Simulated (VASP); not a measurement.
Runs of VASP 6.6.1 on Ca. The structure is that of space group Fm-3m (No. 225), or close to it. The cells are those of the table. 

```tsv
cell	gap on the mesh (eV)	pressure (GPa)
a = 3.952, b = 3.981, c = 3.981 Å, angles 59.5, 60.2, 60.2°, 1 atom	none	-1.4
a = 3.952, b = 4.057, c = 4.057 Å, angles 58.3, 60.9, 60.9°, 1 atom	none	-1.8
a = 3.952, b = 4.072, c = 4.072 Å, angles 58.1, 61.0, 61.0°, 1 atom	none	-1.9
a = 3.952, b = 4.011, c = 4.011 Å, angles 59.0, 60.5, 60.5°, 1 atom	none	(b)
a = 3.952, b = 4.041, c = 4.041 Å, angles 58.5, 60.7, 60.7°, 1 atom	none	-1.7
a = 3.952, b = 3.893, c = 3.893 Å, angles 61.0, 59.5, 59.5°, 1 atom	none	-0.7
a = 3.952, b = 3.922, c = 3.922 Å, angles 60.5, 59.8, 59.8°, 1 atom	none	(a)
```

Alike in all rows: task single point; level PBEsol; potentials or basis VASP PAW PBE potentials, release 64 (Ca_sv); no spin polarisation; k mesh 14 × 14 × 14; cutoff (eV) 520; smearing gaussian 0.15 eV.

Task: Estimate the missing entries.

Result: (a) -0.9; (b) -1.6.

Caveats: the PAW data sets were made with another functional, which shifts forces and pressure a little.

A gap of «none» marks levels without a gap at the run's occupations.
